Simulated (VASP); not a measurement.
Set up this calculation in VASP 6.6.1, as the native input.

```
Task                   : single point
Functional             : r2SCAN
Potentials or basis    : VASP PAW PBE potentials, release 64 (B, N)
Cutoff                 : 520 eV
k mesh                 : 12 × 12 × 4
Occupations            : gaussian, width 0.05 eV
Spin                   : no spin polarisation
Dipole correction      : no
Further INCAR settings : ALGO = Normal; EDIFF = 1e-07; NBANDS = 16
```

BN:

```
B N
1.0
     2.50098    0.00000    0.00000
    -1.25049    2.16591    0.00000
     0.00000    0.00000    7.08039
B N
2 2
Direct
  0.33333 0.66667 0.25000
  0.66667 0.33333 0.75000
  0.33333 0.66667 0.75000
  0.66667 0.33333 0.25000
```

This cell differs from its parent crystal: strain +0.0300 x Voigt [0, 0, 1, 0, 0, 0].

One way to write it, as run:

POSCAR

```
BN
1.0
    2.5009753125      0.0000000000      0.0000000000
   -1.2504876563      2.1659081548      0.0000000000
    0.0000000000      0.0000000000      7.0803865154
B N
2 2
Direct
    0.3333333333      0.6666666667      0.2500000000
    0.6666666667      0.3333333333      0.7500000000
    0.3333333333      0.6666666667      0.7500000000
    0.6666666667      0.3333333333      0.2500000000
```

INCAR.step1

```
PREC = Accurate
ENCUT = 520
ISMEAR = 0
SIGMA = 0.05
LREAL = False
LASPH = True
NELM = 80
NBANDS = 16
GGA = PE
ALGO = Normal
EDIFF = 1E-4
LWAVE = True
LCHARG = False
```

INCAR.step2

```
PREC = Accurate
ENCUT = 520
EDIFF = 1E-7
ISMEAR = 0
SIGMA = 0.05
LREAL = False
LASPH = True
NELM = 80
ALGO = Normal
ISIF = 2
LWAVE = False
LCHARG = True
METAGGA = R2SCAN
LMIXTAU = True
LELF = True
LVHAR = True
NBANDS = 16
ISTART = 1
```

KPOINTS

```
regular mesh
0
Gamma
  12 12 4
```

Potentials or basis: VASP PAW PBE potentials, release 64 (B, N).

The run is started by

```console
$ cat potpaw_PBE.64/B/POTCAR potpaw_PBE.64/N/POTCAR > POTCAR
$ cp INCAR.step1 INCAR
$ mpirun -np 1 vasp_std > vasp.out
$ cp INCAR.step2 INCAR
$ mpirun -np 1 vasp_std > vasp.out
```

Results of the run:

* Pressure: 0.2 GPa
* Band gap on the k mesh: 4.97 eV, indirect (least direct gap 5.38 eV)

Caveat: the cell differs from its parent crystal (strain +0.0300 x Voigt [0, 0, 1, 0, 0, 0]); the PAW data sets were made with another functional, which shifts forces and pressure a little.

It took 4.3 min on 1 thread of AMD EPYC 7R43 64-Core Processor (Zen 3) (shared host), peak memory 0.13 GiB.
